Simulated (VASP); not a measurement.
Here is a VASP 6.6.1 calculation.

File INCAR:

```
SYSTEM = Si7O16
ALGO = Normal
EDIFF = 1E-6
ENCUT = 520
GGA = PE
ISIF = 2
ISMEAR = 0
LASPH = .True.
LCHARG = .False.
LREAL = Auto
LWAVE = .False.
NBANDS = 79
NELM = 100
PREC = Accurate
SIGMA = 0.02
```

Contents of KPOINTS:

```
k-points
0
Gamma
  2 2 2
  0 0 0
```

File POSCAR:

```
Si7O16
1.0
   -4.1501000000     -4.1501000000      0.0000000000
    4.1501000000     -4.1501000000      0.0000000000
    0.0000000000      0.0000000000      5.3150000000
Si O
7 16
Direct
    0.4992765235      0.4990931544      0.0022856068
   -0.0007733549      0.4990854437      0.2514948260
    0.4992796559      0.4990989374      0.5044097836
   -0.0007326329      0.4990432761      0.7564999059
    0.4993341124     -0.0008986530      0.2497939793
   -0.0006675743     -0.0009316643      0.3775755409
    0.4993312209     -0.0009029903      0.7530047037
    0.1999103636      0.4990665285     -0.0014487300
   -0.0006102263      0.2273784969      0.2378267168
    0.7986470206      0.4990653237     -0.0014174976
   -0.0006175755      0.7707934749      0.2377448730
    0.1984294354      0.4990862871      0.5071332079
   -0.0006627551      0.2064185200      0.7438223895
    0.8001239729      0.4990837570      0.5070982126
   -0.0006642009      0.7916709236      0.7437587959
    0.6919860967     -0.0009022674      0.0013809972
    0.4992818245      0.6925892147      0.2536553151
    0.3066935736     -0.0008973278      0.0013776105
    0.4992843546      0.3056015518      0.2536635936
    0.7011374425     -0.0009107009      0.4912628410
    0.4992996554      0.6957792583      0.7513424271
    0.2975464447     -0.0009102190      0.4912767639
    0.4993018241      0.3024111467      0.7513343368
```

Potentials or basis: VASP PAW PBE potentials, release 64 (Si, O).

The run is started by

```console
$ cat potpaw_PBE.64/Si/POTCAR potpaw_PBE.64/O/POTCAR > POTCAR
$ mpirun -np 1 vasp_std > vasp.out
```

**Question.** What does it give for the band gap on the k mesh?

**Answer.** Zero (band 62 reaches 6.70 eV, above the bottom of band 63 at 6.47 eV).

**Question.** Predict the pressure.

**Answer.** 21.0 GPa.

**Question.** What does it give for the largest force?

**Answer.** 6.695 eV/Å.

Stress tensor (GPa, compression positive):
```
22.55 -9.61  0.01
-9.61 22.55 -0.01
 0.01 -0.01 18.04
```

Caveat: the k points lie up to 0.59 Å⁻¹ apart.
